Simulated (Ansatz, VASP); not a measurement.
# One calculation of TiC12, two programs

```
CELL_PARAMETERS angstrom
4.30268 0.00000 0.00000
-2.15134 3.72623 0.00000
0.00000 0.00000 7.06421
ATOMIC_POSITIONS crystal
Ti 0.00000 0.00000 0.00000
C 0.00000 0.66763 0.73583
C 0.66763 0.00000 0.73583
C 0.33237 0.33237 0.73583
C 0.66763 0.66763 0.73583
C 0.33237 0.00000 0.73583
C 0.00000 0.33237 0.73583
C 0.00000 0.66763 0.26417
C 0.66763 0.00000 0.26417
C 0.33237 0.33237 0.26417
C 0.66763 0.66763 0.26417
C 0.33237 0.00000 0.26417
C 0.00000 0.33237 0.26417
```

Alike in both runs: task single point; functional PBE; dispersion D3(BJ); k mesh 6 × 6 × 4; occupations gaussian, width 0.1 eV; collinear spin.

|  | VASP | Ansatz |
| --- | --- | --- |
| version | VASP 6.6.1 | Ansatz 0.2.0 |
| potentials or method | VASP PAW PBE potentials, release 64 (Ti_sv, C), cutoff 520 eV | scalar-relativistic, plane waves, PAW |
| valence electrons in the cell | 60 | 60 |

Ansatz gave:

```
gap on the k mesh at the Fermi level (eV)                     : none
pressure (GPa)                                                : 0.3
traceless stress, the component that is largest in VASP (GPa) : -1.29
rms of the force components (eV/Å)                            : 0.019
net moment per atom (μB)                                      : 0.07
size of the moment on the site where the two differ most (μB) : 0.60
```

Question: What did VASP give for the same quantities?

Answer: gap on the k mesh at the Fermi level (eV): none; pressure (GPa): 0.3; traceless stress, the component that is largest in VASP (GPa): -0.37; rms of the force components (eV/Å): 0.026; net moment per atom (μB): 0.00; size of the moment on the site where the two differ most (μB): 0.00.

Site moments also hang on the region over which each program counts them. Atom by atom the forces differ by 0.045 eV/Å (rms over components). A gap of «none» marks a metal or a gap that the smearing closes.
